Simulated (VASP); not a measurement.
# MgB2 (P6/mmm) in VASP: further runs, part 2 of 3

VASP 6.6.1. The steps go on from the part before.

## (5) Single point, PBE (9.92 Å³/atom)

This run uses another cell than the first one, of 9.92 Å³/atom.

INCAR

```
SYSTEM = MgB2
ALGO = Normal ; EDIFF = 1E-6
ENCUT = 520 ; GGA = PE
ISIF = 2 ; ISMEAR = 0
LASPH = .True. ; LCHARG = .False.
LREAL = .False. ; LWAVE = .False.
NBANDS = 11 ; NELM = 80
PREC = Accurate ; SIGMA = 0.1
```

KPOINTS

```
k-points
0
Gamma
  15 15 12
  0 0 0
```

POSCAR

```
MgB2
1.0
    3.0968871386      0.0000000000      0.0000000000
   -1.5484435693      2.6819829347      0.0000000000
    0.0000000000      0.0000000000      3.5818205371
Mg B
1 2
Direct
    0.0000000000      0.0000000000      0.0000000000
    0.3333333333      0.6666666667      0.5000000000
    0.6666666667      0.3333333333      0.5000000000
```

Potentials or basis: VASP PAW PBE potentials, release 64 (Mg, B).

Launch:

```bash
> cat potpaw_PBE.64/Mg/POTCAR potpaw_PBE.64/B/POTCAR > POTCAR
> mpirun -np 1 vasp_std > vasp.out
```

OUTCAR:

```text
SYSTEM = MgB2
   EDIFF = 1E-6
   ENCUT = 520
   GGA = PE
   ISIF = 2
   ISMEAR = 0
   LASPH = .True.
   LREAL = .False.
   NELM = 80
   PREC = Accurate

 ion  position               nearest neighbor table
   1  0.000  0.000  0.000-   2 2.53   3 2.53   2 2.53   3 2.53   3 2.53   3 2.53   2 2.53   2 2.53
                             3 2.53   3 2.53   2 2.53   2 2.53
   2  0.333  0.667  0.500-   3 1.79   3 1.79   3 1.79   1 2.53   1 2.53   1 2.53   1 2.53   1 2.53
                             1 2.53
   3  0.667  0.333  0.500-   2 1.79   2 1.79   2 1.79   1 2.53   1 2.53   1 2.53   1 2.53   1 2.53
                             1 2.53

  LATTYP: Found a hexagonal cell.
 ALAT       =     3.0968871386
 C/A-ratio  =     1.1565873656

  Lattice vectors:

 A1 = (   3.0968871386,   0.0000000000,   0.0000000000)
 A2 = (  -1.5484435693,   2.6819829347,   0.0000000000)
 A3 = (   0.0000000000,   0.0000000000,   3.5818205371)

Analysis of symmetry for initial positions (statically):
=====================================================================
 Subroutine PRICEL returns:
 Original cell was already a primitive cell.

 Routine SETGRP: Setting up the symmetry group for a
 hexagonal supercell.

 Subroutine GETGRP returns: Found 24 space group operations
 (whereof 24 operations were pure point group operations)
 out of a pool of 24 trial point group operations.

The static configuration has the point symmetry D_6h.

Analysis of symmetry for dynamics (positions and initial velocities):
=====================================================================
 Subroutine PRICEL returns:
 Original cell was already a primitive cell.

 Routine SETGRP: Setting up the symmetry group for a
 hexagonal supercell.

 Subroutine GETGRP returns: Found 24 space group operations
 (whereof 24 operations were pure point group operations)
 out of a pool of 24 trial point group operations.

The dynamic configuration has the point symmetry D_6h.

 Subroutine INISYM returns: Found 24 space group operations
 (whereof 24 operations are pure point group operations),
 and found     1 'primitive' translations

----------------------------------------------------------------------------------------

                                     Primitive cell

  volume of cell :      29.7499

  direct lattice vectors                    reciprocal lattice vectors
     3.096887139  0.000000000  0.000000000     0.322904890  0.186429225  0.000000000
    -1.548443569  2.681982935  0.000000000     0.000000000  0.372858450  0.000000000
     0.000000000  0.000000000  3.581820537     0.000000000  0.000000000  0.279187634

  length of vectors
     3.096887139  3.096887139  3.581820537     0.372858450  0.372858450  0.279187634

  position of ions in fractional coordinates (direct lattice)
     0.000000000  0.000000000  0.000000000
     0.333333333  0.666666667  0.500000000
     0.666666667  0.333333333  0.500000000

  ion indices of the primitive-cell ions
   primitive index   ion index
                 1           1
                 2           2
                 3           3

----------------------------------------------------------------------------------------

 KPOINTS: k-points

Automatic generation of k-mesh.
 Grid dimensions read from file:
 generate k-points for:   15   15   12

 Generating k-lattice:

[... 40 lines left out ...]
  0.333333  0.200000  0.000000     12.000000
  0.400000  0.200000  0.000000      6.000000
 [... further k-points ...]
   k-points           NKPTS =    189   k-points in BZ     NKDIM =    189   number of bands    NBANDS=     11
   number of dos      NEDOS =    301   number of ions     NIONS =      3
   total plane-waves  NPLWV =  16128
   dimension x,y,z NGX =    24 NGY =   24 NGZ =   28
   dimension x,y,z NGXF=    48 NGYF=   48 NGZF=   56
   ions per type =               1   2
   NGX,Y,Z   is equivalent  to a cutoff of  12.88, 12.88, 13.00 a.u.
   NGXF,Y,Z  is equivalent  to a cutoff of  25.77, 25.77, 25.99 a.u.
 SYSTEM =  MgB2
   PREC   = accura    normal or accurate (medium, high low for compatibility)
   ISTART =      0    job   : 0-new  1-cont  2-samecut
   ICHARG =      2    charge: 1-file 2-atom 10-const
   ISPIN  =      1    spin polarized calculation?
   LNONCOLLINEAR =      F non collinear calculations
   LSORBIT =      F    spin-orbit coupling
   LASPH  =      T    aspherical Exc in radial PAW
   ENCUT  =  520.0 eV  38.22 Ry    6.18 a.u.   5.76  5.76  6.66*2*pi/ulx,y,z
   NELM   =     80;   NELMIN=  2; NELMDL= -5     # of ELM steps
   EDIFF  = 0.1E-05   stopping-criterion for ELM
   LREAL  =      F    real-space projection
   EDIFFG = 0.1E-04   stopping-criterion for IOM
   NSW    =      0    number of steps for IOM
   IBRION =     -1    ionic relax: 0-MD 1-quasi-New 2-CG
   NFREE  =      0    steps in history (QN), initial steepest desc. (CG)
   ISIF   =      2    stress and relaxation
   ISYM   =      2    0-nonsym 1-usesym 2-fastsym
   POTIM  = 0.5000    time-step for ionic-motion
   TEBEG  =    0.0;   TEEND  =   0.0 temperature during run
   PSTRESS=    0.0 pullay stress
   NELECT =       8.0000    total number of electrons
   NUPDOWN=      -1.0000    fix difference up-down
   EMIN   =  10.00;   EMAX   =-10.00  energy-range for DOS
   EFERMI =   0.00;   METHOD = LEGACY
   ISMEAR =     0;   SIGMA  =   0.10  broadening in eV -4-tet -1-fermi 0-gaus
   EFERMI_NEDOS =   21; number of points for ismear=-14 and -15
   IALGO  =     38    algorithm
   IMIX   =      4    mixing-type and parameters
     AMIX     =   0.40;   BMIX     =  1.00
     AMIX_MAG =   1.60;   BMIX_MAG =  1.00
  volume/ion in A,a.u.               =       9.92        66.92
  Fermi-wavevector in a.u.,A,eV,Ry     =   1.056679  1.996834 15.191865  1.116571
  Thomas-Fermi vector in A             =   2.191924
   LORBIT       =      0    0 simple, 1 ext, 2 COOP (PROOUT), +10 PAW based schemes
   GGA     = PE    functional components
   LHFCALC =     F    Hartree Fock is set to
   AEXX    =    0.0000 exact exchange contribution
   IVDW    =     0    specifies the selected vdW correction
   LEPSILON=     F    determine dielectric tensor
   LRPA    =     F    only Hartree local field effects (RPA)
 non-spin polarized calculation
 Gauss-broadening in eV      SIGMA  =   0.10
  energy-cutoff  :      520.00
  volume of cell :       29.75
 maximum number of plane-waves:       818
 NGX is ok and might be reduce to    24
   NGX = 11   NGY = 11   NGZ = 13

 number of electron       8.0000000 magnetization

 Free energy of the ion-electron system (eV)
  ---------------------------------------------------
  ext. energy  EPLUGINS =         0.00000000
  ---------------------------------------------------
  free energy    TOTEN  =       -15.31286666 eV

  energy without entropy =      -15.30941053  energy(sigma->0) =      -15.31113860

 E-fermi :   5.0889     XC(G=0): -10.8121

 val. band max:        5.0409020073   @ k =   0.3333   0.1333   0.5000
 cond. band min:       5.0898343010   @ k =   0.0667   0.0667   0.2500
 fundamental gap:      0.0489322937
 Fermi energy:         5.0888625197

 k-point     1 :       0.0000    0.0000    0.0000
  band No.  band energies     occupation
      1      -7.1816      2.00000
      2       2.0862      2.00000
      3       5.4990      0.00000
      4       5.4990      0.00000
      5       6.4842      0.00000
      6      11.4190      0.00000
      7      11.4190      0.00000
      8      13.1125      0.00000
      9      14.8962      0.00000
     10      17.6496      0.00000
     11      20.9747      0.00000
[... 309 lines left out ...]
 k-point    24 :       0.4000    0.2000    0.0000
  band No.  band energies     occupation
      1      -2.8836      2.00000
      2      -2.1826      2.00000
      3       0.7735      2.00000
      4       5.8147      0.00000
      5       7.7308      0.00000
      6      10.4744      0.00000
      7      10.9279      0.00000
      8      12.8881      0.00000
      9      14.3688      0.00000
     10      16.6018      0.00000
     11      18.6431      0.00000

 [... further k-points ...]
[... 5 lines left out ...]
  --------------------------------------------------------------------------------------
  -------------------------------------------------------------------------------------
  Total       -0.7855296     -0.7855296     -0.8167595     -0.0000000     -0.0000000     -0.0000000
  in kB      -42.3046323    -42.3046323    -43.9865169     -0.0000000     -0.0000000     -0.0000000
  external PRESSURE =     -42.8652605 kB  Pullay stress =       0.0000000 kB

 VOLUME and BASIS-vectors are now :
 -----------------------------------------------------------------------------
  energy-cutoff  :      520.00
  volume of cell :       29.75
      direct lattice vectors                 reciprocal lattice vectors
     3.096887139  0.000000000  0.000000000     0.322904890  0.186429225  0.000000000
    -1.548443569  2.681982935  0.000000000     0.000000000  0.372858450  0.000000000
     0.000000000  0.000000000  3.581820537     0.000000000  0.000000000  0.279187634

 POSITION                                       TOTAL-FORCE (eV/Angst)
 -----------------------------------------------------------------------------------
      0.00000      0.00000      0.00000        -0.000000     -0.000000      0.000000
     -0.00000      1.78799      1.79091        -0.000000      0.000000      0.000000
      1.54844      0.89399      1.79091         0.000000     -0.000000      0.000000
 -----------------------------------------------------------------------------------
    total drift:                                0.000000     -0.000000      0.000000

  FREE ENERGIE OF THE ION-ELECTRON SYSTEM (eV)
  ---------------------------------------------------
  free  energy   TOTEN  =       -15.3128666622 eV

  energy  without entropy=      -15.3094105310  energy(sigma->0) =      -15.31113860
```

Wall time 67 s (1 thread of Intel Xeon 8259CL, shared host); peak memory 0.19 GiB.

What came out:

```
Free energy            : -15.3129 eV
Pressure               : -4.3 GPa
Band gap on the k mesh : zero (bands 4 and 5 overlap by 3.66 eV)
```

Caveat: the cell stands under tension.

(Part 2 of 3 ends here.)
